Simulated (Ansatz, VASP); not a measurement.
**Two plane-wave programs on Ga2As5**

```
CELL_PARAMETERS angstrom
1.92997 1.11427 11.51026
-1.92997 1.11427 11.51026
0.00000 -2.22854 11.51026
ATOMIC_POSITIONS crystal
Ga 0.70753 0.70753 0.70753
Ga 0.29247 0.29247 0.29247
As 0.43195 0.43195 0.43195
As 0.56805 0.56805 0.56805
As 0.00000 0.00000 0.00000
As 0.13603 0.13603 0.13603
As 0.86397 0.86397 0.86397
```

Alike in both runs: task single point; functional PBE; k mesh 6 × 6 × 6; occupations gaussian, width 0.1 eV; no spin polarisation.

|  | VASP | Ansatz |
| --- | --- | --- |
| version | VASP 6.6.1 | Ansatz 0.2.0 |
| potentials or method | VASP PAW PBE potentials, release 64 (Ga_d, As), cutoff 500 eV | scalar-relativistic, plane waves, PAW |
| valence electrons in the cell | 51 | 101 |

|  | VASP | Ansatz | Ansatz less VASP |
| --- | --- | --- | --- |
| gap on the k mesh at the Fermi level (eV) | none | none | - |
| pressure (GPa) | 0.3 | 0.1 | -0.19 |
| traceless stress, the component that is largest in VASP (GPa) | 0.52 | 0.56 | +0.034 |
| rms of the force components (eV/Å) | 0.055 | 0.043 | -0.0114 |

Atom by atom the forces differ by 0.016 eV/Å (rms over components). A gap of «none» marks a metal or a gap that the smearing closes. VASP's potentials hold 51 valence electrons a cell and Ansatz's 101, so a difference there can come from the potentials and not from the codes.
